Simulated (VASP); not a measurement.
# NaH8ClO4 in VASP: a series of runs

Runs on NaH8ClO4. Level: PBE+D3(BJ). Tasks: single point.

Program: VASP 6.6.1. These are calculated values, not measurements. Logs are shortened: lines on timing, memory, paths and dates and some standing lists are left out, and cuts for length are marked.

## Step 1: The cell of the first run

The cell holds an amorphous packing of atoms, 14 atoms: a = 5.974 Å, b = 5.974 Å, c = 5.974 Å, α = 90.00°, β = 90.00°, γ = 90.00°.

## Step 2: Single point, PBE+D3(BJ)

Contents of INCAR:

```
SYSTEM = NaH8ClO4
ALGO = Normal
EDIFF = 1E-6
ENCUT = 520
GGA = PE
ISIF = 2
ISMEAR = -1
IVDW = 12
LASPH = .True.
LCHARG = .False.
LREAL = .False.
LWAVE = .False.
NBANDS = 36
NELM = 80
PREC = Accurate
SIGMA = 0.05
```

Contents of KPOINTS:

```
k-points
0
Gamma
  1 1 1
  0 0 0
```

Contents of POSCAR:

```
NaH8ClO4
1.0
    5.9739610000      0.0000000000      0.0000000000
    0.0000000000      5.9739610000      0.0000000000
    0.0000000000      0.0000000000      5.9739610000
O H Na Cl
4 8 1 1
Direct
    0.5531525058      0.4224494473      0.4991527615
    0.8832979241      0.7938124963      0.3374911601
    0.2056869114      0.1233737891      0.3657510362
    0.1144683762      0.3461401814      0.8368043757
    0.6840337557      0.5184987255      0.5114883209
    0.5876733759      0.2934468458      0.5989835779
    0.8029523376      0.8748715481      0.4562924745
    0.8179734941      0.8474732046      0.1955111167
    0.1934796091      0.1719075128      0.5216718714
    0.1009180700     -0.0034235247      0.3503796243
    0.0677585085      0.4775941478      0.7534109905
   -0.0233433994      0.2510862269      0.8522351334
    0.3883528485      0.3488188951      0.1291065060
    0.7085399824      0.0346659039      0.8391594508
```

Potentials or basis: VASP PAW PBE potentials, release 64 (O, H, Na_pv, Cl).

Launch:

```sh
> cat potpaw_PBE.64/O/POTCAR potpaw_PBE.64/H/POTCAR potpaw_PBE.64/Na_pv/POTCAR potpaw_PBE.64/Cl/POTCAR > POTCAR
> mpirun -np 1 vasp_gam > vasp.out
```

OUTCAR:

```text
SYSTEM = NaH8ClO4
   EDIFF = 1E-6
   ENCUT = 520
   GGA = PE
   ISIF = 2
   ISMEAR = -1
   IVDW = 12
   LASPH = .True.
   LREAL = .False.
   NELM = 80
   PREC = Accurate
 IVDW          = 12

 ion  position               nearest neighbor table
   1  0.553  0.422  0.499-   5 0.97   6 1.00
   2  0.883  0.794  0.337-   7 0.98   8 0.99
   3  0.206  0.123  0.366-   9 0.98  10 0.99  13 2.24
   4  0.114  0.346  0.837-  11 0.97  12 1.00
   5  0.684  0.518  0.511-   1 0.97
   6  0.588  0.293  0.599-   1 1.00
   7  0.803  0.875  0.456-   2 0.98
   8  0.818  0.847  0.196-   2 0.99
   9  0.193  0.172  0.522-   3 0.98
  10  0.101  0.997  0.350-   3 0.99
  11  0.068  0.478  0.753-   4 0.97
  12  0.977  0.251  0.852-   4 1.00
  13  0.388  0.349  0.129-   3 2.24
  14  0.709  0.035  0.839-

  LATTYP: Found a simple cubic cell.
 ALAT       =     5.9739610000

  Lattice vectors:

 A1 = (   5.9739610000,   0.0000000000,   0.0000000000)
 A2 = (   0.0000000000,   5.9739610000,   0.0000000000)
 A3 = (   0.0000000000,   0.0000000000,   5.9739610000)

Analysis of symmetry for initial positions (statically):
=====================================================================
 Subroutine PRICEL returns:
 Original cell was already a primitive cell.

 Routine SETGRP: Setting up the symmetry group for a
 simple cubic supercell.

 Subroutine GETGRP returns: Found  1 space group operations
 (whereof  1 operations were pure point group operations)
 out of a pool of 48 trial point group operations.

The static configuration has the point symmetry C_1 .

Analysis of symmetry for dynamics (positions and initial velocities):
=====================================================================
 Subroutine PRICEL returns:
 Original cell was already a primitive cell.

 Routine SETGRP: Setting up the symmetry group for a
 simple cubic supercell.

 Subroutine GETGRP returns: Found  1 space group operations
 (whereof  1 operations were pure point group operations)
 out of a pool of 48 trial point group operations.

The dynamic configuration has the point symmetry C_1 .

[... 105 lines left out ...]
   ISYM   =      2    0-nonsym 1-usesym 2-fastsym
   POTIM  = 0.5000    time-step for ionic-motion
   TEBEG  =    0.0;   TEEND  =   0.0 temperature during run
   PSTRESS=    0.0 pullay stress
   NELECT =      46.0000    total number of electrons
   NUPDOWN=      -1.0000    fix difference up-down
   EMIN   =  10.00;   EMAX   =-10.00  energy-range for DOS
   EFERMI =   0.00;   METHOD = LEGACY
   ISMEAR =    -1;   SIGMA  =   0.05  broadening in eV -4-tet -1-fermi 0-gaus
   EFERMI_NEDOS =   21; number of points for ismear=-14 and -15
   IALGO  =     38    algorithm
   IMIX   =      4    mixing-type and parameters
     AMIX     =   0.40;   BMIX     =  1.00
     AMIX_MAG =   1.60;   BMIX_MAG =  1.00
  volume/ion in A,a.u.               =      15.23       102.77
  Fermi-wavevector in a.u.,A,eV,Ry     =   0.981895  1.855513 13.117620  0.964118
  Thomas-Fermi vector in A             =   2.112936
   LORBIT       =      0    0 simple, 1 ext, 2 COOP (PROOUT), +10 PAW based schemes
   GGA     = PE    functional components
   LHFCALC =     F    Hartree Fock is set to
   AEXX    =    0.0000 exact exchange contribution
   IVDW    =    12    specifies the selected vdW correction
   LEPSILON=     F    determine dielectric tensor
   LRPA    =     F    only Hartree local field effects (RPA)
 non-spin polarized calculation
  energy-cutoff  :      520.00
  volume of cell :      213.20
 maximum number of plane-waves:      2872
 NGX is ok and might be reduce to    48
   NGX = 23   NGY = 23   NGZ = 23

 number of electron      46.0000003 magnetization

 Free energy of the ion-electron system (eV)
  ---------------------------------------------------
  ext. energy  EPLUGINS =         0.00000000
  ---------------------------------------------------
  free energy    TOTEN  =       -64.79190168 eV

  energy without entropy =      -64.79190168  energy(sigma->0) =      -64.79190168

 E-fermi :  -2.2024     XC(G=0):  -6.1590

 val. band max:       -3.4852117585   @ k =   0.0000   0.0000   0.0000
 cond. band min:       0.6663658670   @ k =   0.0000   0.0000   0.0000
 fundamental gap:      4.1515776255
 Fermi energy:        -2.2023932381

 k-point     1 :       0.0000    0.0000    0.0000
  band No.  band energies     occupation
      1     -24.6782      2.00000
      2     -24.6538      2.00000
      3     -24.6050      2.00000
      4     -22.6539      2.00000
      5     -22.3315      2.00000
      6     -22.0628      2.00000
[... 27 lines left out ...]
     34       7.2013      0.00000
     35       7.2947      0.00000
 [bands above 35 left out]

------------------------ aborting loop because EDIFF is reached ----------------------------------------

 Edisp (eV)   -0.57891

 E8    (eV) :    -0.1599

  FORCE on cell =-STRESS in cart. coord.  units (eV):
  Direction    XX          YY          ZZ          XY          YZ          ZX
  --------------------------------------------------------------------------------------
  -------------------------------------------------------------------------------------
  Total      -0.28190    -0.79052    -3.28069     1.20213    -0.16729    -0.12991
  in kB      -2.11848    -5.94068   -24.65409     9.03392    -1.25716    -0.97624
  external pressure =      -10.90 kB  Pullay stress =        0.00 kB

 VOLUME and BASIS-vectors are now :
 -----------------------------------------------------------------------------
  energy-cutoff  :      520.00
  volume of cell :      213.20
      direct lattice vectors                 reciprocal lattice vectors
     5.973961000  0.000000000  0.000000000     0.167393125  0.000000000  0.000000000
     0.000000000  5.973961000  0.000000000     0.000000000  0.167393125  0.000000000
     0.000000000  0.000000000  5.973961000     0.000000000  0.000000000  0.167393125

 POSITION                                       TOTAL-FORCE (eV/Angst)
 -----------------------------------------------------------------------------------
      3.30451      2.52370      2.98192         0.163356     -0.261786      0.133505
      5.27679      4.74220      2.01616        -0.167274      0.082895     -0.036507
      1.22877      0.73703      2.18498        -0.014275     -0.022590      0.144593
      0.68383      2.06783      4.99904        -0.034706     -0.081000      0.032122
      4.08639      3.09749      3.05561         0.016921      0.121078     -0.200225
      3.51074      1.75304      3.57830        -0.090554      0.154439     -0.190765
      4.79681      5.22645      2.72587        -0.074648      0.046758      0.066626
      4.88654      5.06277      1.16798        -0.011734     -0.022538      0.056908
      1.15584      1.02697      3.11645         0.041616     -0.005787     -0.022142
      0.60288      5.95351      2.09315         0.028258     -0.016542      0.027318
      0.40479      2.85313      4.50085         0.038184      0.040922     -0.031014
      5.83451      1.49998      5.09122         0.090884      0.059630     -0.014049
      2.32000      2.08383      0.77128         0.066961     -0.197935     -0.022217
      4.23279      0.20709      5.01311        -0.052991      0.102457      0.055847
 -----------------------------------------------------------------------------------
    total drift:                                0.001209      0.000359      0.000508

  FREE ENERGIE OF THE ION-ELECTRON SYSTEM (eV)
  ---------------------------------------------------
  free  energy   TOTEN  =       -65.3708093194 eV

  energy  without entropy=      -65.3708093194  energy(sigma->0) =      -65.37080932
```

stdout:

```text
POSCAR found type information on POSCAR O H NaCl
 POSCAR found :  4 types and      14 ions
 scaLAPACK will be used
 LDA part: xc-table for (Slater+PW92), standard interpolation
 POSCAR, INCAR and KPOINTS ok, starting setup
 FFT: planning ... GRIDC
 FFT: planning ... GRID_SOFT
 FFT: planning ... GRID
 WAVECAR not read
 entering main loop
```

Wall time 15 s (1 thread of AMD EPYC 7R13 (Zen 3), shared host); peak memory 0.28 GiB.

What came out:

- Free energy: -65.3708 eV
- Pressure: -1.1 GPa
- Largest force: 0.336 eV/Å
- Band gap on the k mesh: 4.15 eV
- Dispersion energy per atom: -0.041 eV

Forces on the atoms (eV/Å):
```
O    0.163 -0.262  0.134
O   -0.167  0.083 -0.037
O   -0.014 -0.023  0.145
O   -0.035 -0.081  0.032
H    0.017  0.121 -0.200
H   -0.091  0.154 -0.191
H   -0.075  0.047  0.067
H   -0.012 -0.023  0.057
H    0.042 -0.006 -0.022
H    0.028 -0.017  0.027
H    0.038  0.041 -0.031
H    0.091  0.060 -0.014
Na   0.067 -0.198 -0.022
Cl  -0.053  0.102  0.056
```

Levels at points of the mesh, in eV from the valence-band top:
```tsv
k point	band 19	band 20	band 21	band 22	band 23	band 24	band 25	band 26	band 27	band 28
(0.00, 0.00, 0.00)	-0.84	-0.58	-0.22	-0.15	0.00	4.15	7.41	7.70	7.96	8.81
```

Caveat: the k points lie up to 1.05 Å⁻¹ apart.

[end of part 1 of 2]
